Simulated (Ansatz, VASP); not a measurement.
One calculation of AgB, two programs

```
CELL_PARAMETERS angstrom
2.67495 0.00000 0.00000
0.00000 2.67495 0.00000
0.00000 0.00000 4.27345
ATOMIC_POSITIONS crystal
Ag 0.50000 0.50000 0.42350
B 0.50000 0.50000 0.92351
```

Alike in both runs: functional PBE; k mesh 8 × 8 × 4; occupations gaussian, width 0.1 eV; no spin polarisation.

Ansatz relaxed the structure, and its values are those at the end. VASP's run is a single point on that final structure, the one shown.

```csv
,VASP,Ansatz
version,VASP 6.6.1,Ansatz 0.2.0
potentials or method,"VASP PAW PBE potentials, release 64 (Ag_sv_GW, B), cutoff 630 eV","scalar-relativistic, plane waves, PAW"
valence electrons in the cell,22,22
```

Ansatz gave:

```
gap on the k mesh at the Fermi level (eV) : none
pressure (GPa)                            : 0.1
```

Problem. Estimate VASP's values.

Solution. gap on the k mesh at the Fermi level (eV): none; pressure (GPa): -0.1.

A gap of «none» marks a metal or a gap that the smearing closes. With one functional, cell and mesh, what is left measures potentials, basis and numerics.

The k mesh is coarse, so the values compare programs but aren't converged.
